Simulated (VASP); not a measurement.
# In (Im-3m) in VASP: a series of runs

The runs below take In through single point, with PBE0, PBEsol-based global hybrid, B3LYP, r2SCAN.

Everything below comes from runs of VASP 6.6.1. Logs are shortened: lines on timing, memory, paths and dates and some standing lists are left out, and cuts for length are marked.

## (1) The cell of the first run

Symmetry: Im-3m, No. 229, cubic system. The conventional cell has a = 3.743 Å, b = 3.743 Å, c = 3.743 Å, α = 90.00°, β = 90.00°, γ = 90.00°. In (site symmetry m-3m) has 14 In at 3.24 to 3.74 Å within 4.3 Å.

## (2) Single point, PBE0

File POSCAR:

```
In
1.0
   -1.8716854480      1.8716854480      1.8716854480
    1.8716854480     -1.8716854480      1.8716854480
    1.8716854480      1.8716854480     -1.8716854480
In
1
Direct
    0.0000000000      0.0000000000      0.0000000000
```

File INCAR.step1:

```
SYSTEM = In
  ALGO = Normal
  EDIFF = 1E-5
  ENCUT = 520
  GGA = PE
  ISIF = 2
  ISMEAR = -1
  LASPH = .True.
  LREAL = .False.
  LWAVE = .True.
  NBANDS = 12
  NELM = 80
  PREC = Accurate
  SIGMA = 0.05
```

File INCAR.step2:

```
SYSTEM = In
  AEXX = 0.25
  ALGO = Normal
  EDIFF = 1E-6
  ENCUT = 520
  GGA = PE
  ISIF = 2
  ISMEAR = -1
  ISTART = 1
  LASPH = .True.
  LCHARG = .True.
  LELF = .True.
  LHFCALC = .True.
  LREAL = .False.
  LVHAR = .True.
  LWAVE = .False.
  NBANDS = 12
  NELM = 80
  PREC = Accurate
  PRECFOCK = Normal
  SIGMA = 0.05
```

File KPOINTS:

```
k-points
0
Gamma
  5 5 5
  0 0 0
```

Potentials or basis: VASP PAW PBE potentials, release 64 (In_d).

Started as:

```
$ cat potpaw_PBE.64/In_d/POTCAR > POTCAR
$ cp INCAR.step1 INCAR
$ mpirun -np 1 vasp_std > vasp.out
$ cp INCAR.step2 INCAR
$ mpirun -np 1 vasp_std > vasp.out
```

OUTCAR:

```text
SYSTEM = In
   AEXX = 0.25
   EDIFF = 1E-6
   ENCUT = 520
   GGA = PE
   ISIF = 2
   ISMEAR = -1
   ISTART = 1
   LASPH = .True.
   LHFCALC = .True.
   LREAL = .False.
   NELM = 80
   PREC = Accurate
   PRECFOCK = Normal

 ion  position               nearest neighbor table
   1  0.000  0.000  0.000-

  LATTYP: Found a body centered cubic cell.
 ALAT       =     3.7433708960

  Lattice vectors:

 A1 = (  -1.8716854480,   1.8716854480,   1.8716854480)
 A2 = (   1.8716854480,  -1.8716854480,   1.8716854480)
 A3 = (   1.8716854480,   1.8716854480,  -1.8716854480)

Analysis of symmetry for initial positions (statically):
=====================================================================
 Subroutine PRICEL returns:
 Original cell was already a primitive cell.

 Routine SETGRP: Setting up the symmetry group for a
 body centered cubic supercell.

 Subroutine GETGRP returns: Found 48 space group operations
 (whereof 48 operations were pure point group operations)
 out of a pool of 48 trial point group operations.

The static configuration has the point symmetry O_h .

Analysis of symmetry for dynamics (positions and initial velocities):
=====================================================================
 Subroutine PRICEL returns:
 Original cell was already a primitive cell.

 Routine SETGRP: Setting up the symmetry group for a
 body centered cubic supercell.

 Subroutine GETGRP returns: Found 48 space group operations
 (whereof 48 operations were pure point group operations)
 out of a pool of 48 trial point group operations.

The dynamic configuration has the point symmetry O_h .

 Subroutine INISYM returns: Found 48 space group operations
 (whereof 48 operations are pure point group operations),
 and found     1 'primitive' translations

----------------------------------------------------------------------------------------

                                     Primitive cell

  volume of cell :      26.2276

  direct lattice vectors                    reciprocal lattice vectors
    -1.871685448  1.871685448  1.871685448     0.000000000  0.267138904  0.267138904
     1.871685448 -1.871685448  1.871685448     0.267138904  0.000000000  0.267138904
     1.871685448  1.871685448 -1.871685448     0.267138904  0.267138904  0.000000000

  length of vectors
     3.241854292  3.241854292  3.241854292     0.377791462  0.377791462  0.377791462

  position of ions in fractional coordinates (direct lattice)
     0.000000000  0.000000000  0.000000000

  ion indices of the primitive-cell ions
   primitive index   ion index
                 1           1

----------------------------------------------------------------------------------------

 KPOINTS: k-points

Automatic generation of k-mesh.
 Grid dimensions read from file:
 generate k-points for:    5    5    5

 Generating k-lattice:

  Cartesian coordinates                     Fractional coordinates (reciprocal lattice)
     0.000000000  0.053427781  0.053427781     0.200000000  0.000000000  0.000000000
     0.053427781  0.000000000  0.053427781     0.000000000  0.200000000  0.000000000
     0.053427781  0.053427781  0.000000000     0.000000000  0.000000000  0.200000000

  Length of vectors
     0.075558292  0.075558292  0.075558292

  Shift w.r.t. Gamma in fractional coordinates (k-lattice)
     0.000000000  0.000000000  0.000000000

 Subroutine IBZKPT returns following result:
 ===========================================

 Found     10 irreducible k-points:

 Following reciprocal coordinates:
            Coordinates               Weight
  0.000000  0.000000  0.000000      1.000000
  0.200000  0.000000  0.000000     12.000000
  0.400000  0.000000  0.000000     12.000000
  0.200000  0.200000  0.000000     24.000000
  0.400000  0.200000  0.000000     24.000000
  0.200000  0.200000  0.200000      8.000000
 -0.200000  0.200000  0.200000      6.000000
 -0.400000  0.400000  0.200000     24.000000
 -0.400000 -0.400000  0.200000      8.000000
 -0.400000  0.400000  0.400000      6.000000
   k-points           NKPTS =     10   k-points in BZ     NKDIM =    125   number of bands    NBANDS=     12
   number of dos      NEDOS =    301   number of ions     NIONS =      1
   total plane-waves  NPLWV =  13824
   dimension x,y,z NGX =    24 NGY =   24 NGZ =   24
   dimension x,y,z NGXF=    48 NGYF=   48 NGZF=   48
   ions per type =               1
   NGX,Y,Z   is equivalent  to a cutoff of  12.31, 12.31, 12.31 a.u.
   NGXF,Y,Z  is equivalent  to a cutoff of  24.61, 24.61, 24.61 a.u.
 SYSTEM =  In
   PREC   = accura    normal or accurate (medium, high low for compatibility)
   ISTART =      1    job   : 0-new  1-cont  2-samecut
   ICHARG =      0    charge: 1-file 2-atom 10-const
   ISPIN  =      1    spin polarized calculation?
   LNONCOLLINEAR =      F non collinear calculations
   LSORBIT =      F    spin-orbit coupling
   LASPH  =      T    aspherical Exc in radial PAW
   ENCUT  =  520.0 eV  38.22 Ry    6.18 a.u.   6.03  6.03  6.03*2*pi/ulx,y,z
   NELM   =     80;   NELMIN=  2; NELMDL=  0     # of ELM steps
   EDIFF  = 0.1E-05   stopping-criterion for ELM
   LREAL  =      F    real-space projection
   EDIFFG = 0.1E-04   stopping-criterion for IOM
   NSW    =      0    number of steps for IOM
   IBRION =     -1    ionic relax: 0-MD 1-quasi-New 2-CG
   NFREE  =      0    steps in history (QN), initial steepest desc. (CG)
   ISIF   =      2    stress and relaxation
   ISYM   =      3    0-nonsym 1-usesym 2-fastsym
   POTIM  = 0.5000    time-step for ionic-motion
   TEBEG  =    0.0;   TEEND  =   0.0 temperature during run
   PSTRESS=    0.0 pullay stress
   NELECT =      13.0000    total number of electrons
   NUPDOWN=      -1.0000    fix difference up-down
   EMIN   =  10.00;   EMAX   =-10.00  energy-range for DOS
   EFERMI =   0.00;   METHOD = LEGACY
   ISMEAR =    -1;   SIGMA  =   0.05  broadening in eV -4-tet -1-fermi 0-gaus
   EFERMI_NEDOS =   21; number of points for ismear=-14 and -15
   IALGO  =     38    algorithm
   IMIX   =      1    mixing-type and parameters
     AMIX     =   0.40;   BMIX     =  1.00
     AMIX_MAG =   1.60;   BMIX_MAG =  1.00
  volume/ion in A,a.u.               =      26.23       176.99
  Fermi-wavevector in a.u.,A,eV,Ry     =   1.295596  2.448322 22.838334  1.678570
  Thomas-Fermi vector in A             =   2.427106
   LORBIT       =      0    0 simple, 1 ext, 2 COOP (PROOUT), +10 PAW based schemes
   GGA     = PE    functional components
   LHFCALC =     T    Hartree Fock is set to
   PRECFOCK=normal    Normal, Fast or Accurate (Low or Medium for compatibility)
   ENCUT4O =  -1.0   cutoff for four orbital integrals eV
   NKREDX  =     1    reduce k-point grid by
   NKREDY  =     1    reduce k-point grid by
   NKREDZ  =     1    reduce k-point grid by
   AEXX    =    0.2500 exact exchange contribution
   HFSCREEN=    0.0000 screening length (either q_TF or 0.3 A-1)
   HFSCREENC=   0.0000 screening length for correlation (either q_TF or 0.3 A-1)
   ENCUTFOCK=  -1.0 apply spherical cutoff to Coloumb kernel
   IVDW    =     0    specifies the selected vdW correction
   LEPSILON=     F    determine dielectric tensor
   LRPA    =     F    only Hartree local field effects (RPA)
 non-spin polarized calculation
  energy-cutoff  :      520.00
  volume of cell :       26.23
 maximum number of plane-waves:       713
  NGX = 20; NGY = 20; NGZ = 20

 number of electron      12.9999995 magnetization

 Free energy of the ion-electron system (eV)
  ---------------------------------------------------
  ext. energy  EPLUGINS =         0.00000000
  ---------------------------------------------------
  free energy    TOTEN  =        -3.16852942 eV

  energy without entropy =       -3.15535717  energy(sigma->0) =       -3.16194330

 E-fermi :   7.4373     XC(G=0):  -8.0908

 val. band max:        6.5686697448   @ k =  -0.4000  -0.4000   0.2000
 cond. band min:       7.4498519951   @ k =  -0.4000   0.4000   0.2000
 fundamental gap:      0.8811822503
 Fermi energy:         7.4372696910

 k-point     1 :       0.0000    0.0000    0.0000
  band No.  band energies     occupation
      1      -9.7275      2.00000
      2      -9.7275      2.00000
      3      -9.7275      2.00000
      4      -9.4454      2.00000
      5      -9.4454      2.00000
      6      -3.7840      2.00000
      7      19.9894      0.00000
      8      19.9894      0.00000
      9      19.9894      0.00000
     10      21.6081      0.00000
     11      21.6081      0.00000
     12      21.6081      0.00000

 k-point     2 :       0.2000    0.0000    0.0000
  band No.  band energies     occupation
      1      -9.7675      2.00000
      2      -9.7046      2.00000
      3      -9.5734      2.00000
      4      -9.4790      2.00000
      5      -9.4475      2.00000
      6      -2.7288      2.00000
      7      13.8472      0.00000
      8      17.1565      0.00000
      9      17.9918      0.00000
     10      19.7912      0.00000
     11      19.8805      0.00000
     12      22.1766      0.00000

 k-point     3 :       0.4000    0.0000    0.0000
  band No.  band energies     occupation
      1      -9.8317      2.00000
      2      -9.7529      2.00000
      3      -9.4681      2.00000
      4      -9.4504      2.00000
      5      -9.3134      2.00000
      6       0.5240      2.00000
      7       6.1103      2.00000
      8      14.7727      0.00000
      9      16.1085      0.00000
     10      18.7011      0.00000
     11      18.8458      0.00000
     12      25.0388      0.00000
[... 76 lines left out ...]
 k-point     9 :      -0.4000   -0.4000    0.2000
  band No.  band energies     occupation
      1      -9.6941      2.00000
      2      -9.6941      2.00000
      3      -9.6127      2.00000
      4      -9.3542      2.00000
      5      -9.3542      2.00000
      6       4.9387      2.00000
      7       6.5687      2.00000
      8       6.5687      2.00000
      9      15.8025      0.00000
     10      17.6729      0.00000
     11      17.6729      0.00000
     12      22.1168      0.00000

 k-point    10 :      -0.4000    0.4000    0.4000
  band No.  band energies     occupation
      1      -9.8000      2.00000
      2      -9.7657      2.00000
      3      -9.3699      2.00000
      4      -9.3699      2.00000
      5      -9.3505      2.00000
      6       4.6915      2.00000
      7       9.8130      0.00000
      8       9.8130      0.00000
      9      10.8811      0.00000
     10      13.7091      0.00000
     11      16.5479      0.00000
     12      27.5250      0.00000

------------------------ aborting loop because EDIFF is reached ----------------------------------------

  FORCE on cell =-STRESS in cart. coord.  units (eV):
  Direction    XX          YY          ZZ          XY          YZ          ZX
  --------------------------------------------------------------------------------------
  -------------------------------------------------------------------------------------
  Total       -0.0444294     -0.0444294     -0.0444294     -0.0000000      0.0000000      0.0000000
  in kB       -2.7140806     -2.7140806     -2.7140806     -0.0000000      0.0000000      0.0000000
  external PRESSURE =      -2.7140806 kB  Pullay stress =       0.0000000 kB

 VOLUME and BASIS-vectors are now :
 -----------------------------------------------------------------------------
  energy-cutoff  :      520.00
  volume of cell :       26.23
      direct lattice vectors                 reciprocal lattice vectors
    -1.871685448  1.871685448  1.871685448     0.000000000  0.267138904  0.267138904
     1.871685448 -1.871685448  1.871685448     0.267138904  0.000000000  0.267138904
     1.871685448  1.871685448 -1.871685448     0.267138904  0.267138904  0.000000000

 POSITION                                       TOTAL-FORCE (eV/Angst)
 -----------------------------------------------------------------------------------
      0.00000      0.00000      0.00000        -0.000000      0.000000     -0.000000
 -----------------------------------------------------------------------------------
    total drift:                                0.000000      0.000000      0.000000

  FREE ENERGIE OF THE ION-ELECTRON SYSTEM (eV)
  ---------------------------------------------------
  free  energy   TOTEN  =        -3.1685294184 eV

  energy  without entropy=       -3.1553571734  energy(sigma->0) =       -3.16194330
```

Wall time 8.7 min (1 thread of AMD EPYC 7R13, shared host); peak memory 0.12 GiB.

What came out:

- Free energy: -3.1685 eV
- Pressure: -0.3 GPa

Caveat: the k points lie up to 0.47 Å⁻¹ apart; the PAW data sets were made with another functional, which shifts forces and pressure a little; spin-orbit coupling is left out, which moves the levels of the heavy elements.

## (3) Single point, PBE0

This run uses another cell than the first one, of 26.69 Å³/atom, 1.017 times its volume.

File POSCAR:

```
In
1.0
   -1.8825252400      1.8825252400      1.8825252400
    1.8825252400     -1.8825252400      1.8825252400
    1.8825252400      1.8825252400     -1.8825252400
In
1
Direct
    0.0000000000      0.0000000000      0.0000000000
```

File INCAR.step1:

```
SYSTEM = In
PREC     = Accurate       ! precision mode
ENCUT    = 520            ! plane-wave cutoff, eV
EDIFF    = 1E-5           ! SCF threshold, eV
ISMEAR   = -1             ! smearing method
SIGMA    = 0.05           ! smearing width, eV
LREAL    = .False.        ! projectors in reciprocal space
LASPH    = .True.         ! aspherical terms in the spheres
NELM     = 60             ! most SCF steps
ALGO     = Normal         ! electronic algorithm
ISIF     = 2              ! what is computed and relaxed
LWAVE    = .True.         ! write WAVECAR
LCHARG   = .False.        ! write CHGCAR
NBANDS   = 12             ! bands
GGA      = PE             ! functional
```

File INCAR.step2:

```
SYSTEM = In
PREC     = Accurate       ! precision mode
ENCUT    = 520            ! plane-wave cutoff, eV
EDIFF    = 1E-6           ! SCF threshold, eV
ISMEAR   = -1             ! smearing method
SIGMA    = 0.05           ! smearing width, eV
LREAL    = .False.        ! projectors in reciprocal space
LASPH    = .True.         ! aspherical terms in the spheres
NELM     = 60             ! most SCF steps
ALGO     = Normal         ! electronic algorithm
ISIF     = 2              ! what is computed and relaxed
LWAVE    = .False.        ! write WAVECAR
LCHARG   = .False.        ! write CHGCAR
GGA      = PE             ! functional
LHFCALC  = .True.         ! exact exchange
AEXX     = 0.25           ! exact-exchange fraction
PRECFOCK = Normal       
NBANDS   = 12             ! bands
ISTART   = 1
```

File KPOINTS:

```
Automatic mesh
0
Gamma
  5 5 5
  0 0 0
```

Potentials or basis: VASP PAW PBE potentials, release 64 (In_d).

Started as:

```
$ cat potpaw_PBE.64/In_d/POTCAR > POTCAR
$ cp INCAR.step1 INCAR
$ mpirun -np 1 vasp_std > vasp.out
$ cp INCAR.step2 INCAR
$ mpirun -np 1 vasp_std > vasp.out
```

It took 8.2 min on 1 thread of AMD EPYC 7R13, shared host; peak memory 0.12 GiB.

The run converged. Its results:

```
Free energy : -3.1707 eV
Pressure    : -0.2 GPa
```

Levels at points of the mesh, in eV from the Fermi level:
```
           k point  band 3  band 4  band 5  band 6  band 7  band 8  band 9  band 10
(0.00, 0.00, 0.00)  -17.25  -16.98  -16.98  -11.21   12.22   12.22   12.22    13.99
```

Caveat: the k points lie up to 0.47 Å⁻¹ apart; the PAW data sets were made with another functional, which shifts forces and pressure a little; spin-orbit coupling is left out, which moves the levels of the heavy elements.

(Part 1 of 2 ends here.)
